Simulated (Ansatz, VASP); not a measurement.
# BAs in VASP and in Ansatz

```
CELL_PARAMETERS angstrom
0.00000 2.39187 2.39187
2.39187 0.00000 2.39187
2.39187 2.39187 0.00000
ATOMIC_POSITIONS crystal
B 0.00000 0.00000 0.00000
As 0.25000 0.25000 0.25000
```

Alike in both runs: task single point; functional PBE-based screened hybrid; k mesh 4 × 4 × 4; no spin polarisation.

```csv
,VASP,Ansatz
version,VASP 6.6.1,Ansatz 0.2.0
potentials or method,"VASP PAW PBE potentials, release 64 (B, As_d)",plane waves
plane-wave cutoff (eV),520,420
occupations,"gaussian, width 0.01 eV",fixed
valence electrons in the cell,18,18
```

|  | VASP | Ansatz | Ansatz less VASP |
| --- | --- | --- | --- |
| gap on the k mesh at the Fermi level (eV) | 3.63 | 3.60 | -0.030 |
| pressure (GPa) | -6.5 | -6.0 | +0.50 |

VASP's potentials were made for PBE, not for PBE-based screened hybrid. Ansatz's warnings: stress exchange threshold loose, stress scf threshold loose.

The k mesh is coarse, so the values compare programs but aren't converged.
